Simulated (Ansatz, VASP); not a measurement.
# YSn3: VASP beside Ansatz

```
CELL_PARAMETERS angstrom
4.66600 0.00000 0.00000
0.00000 4.66600 0.00000
0.00000 0.00000 4.61934
ATOMIC_POSITIONS crystal
Y 0.00000 0.00000 0.00000
Sn 0.00000 0.50000 0.50000
Sn 0.50000 0.00000 0.50000
Sn 0.50000 0.50000 0.00000
```

Change from the starting cell: zz strain of -1 %.

Alike in both runs: task single point; functional PBEsol; k mesh 8 × 8 × 8; occupations fermi-dirac, width 0.05 eV; no spin polarisation.

|  | VASP | Ansatz |
| --- | --- | --- |
| version | VASP 6.6.1 | Ansatz 0.2.0 |
| potentials or method | VASP PAW PBE potentials, release 64 (Y_sv, Sn_d), cutoff 520 eV | all-electron LAPW, scalar-relativistic |

```tsv
	VASP	Ansatz	Ansatz less VASP
pressure (GPa)	-0.3	-0.2	+0.06
```

VASP's potentials were made for PBE, not for PBEsol. Ansatz ran all-electron here, and VASP with PAW potentials.
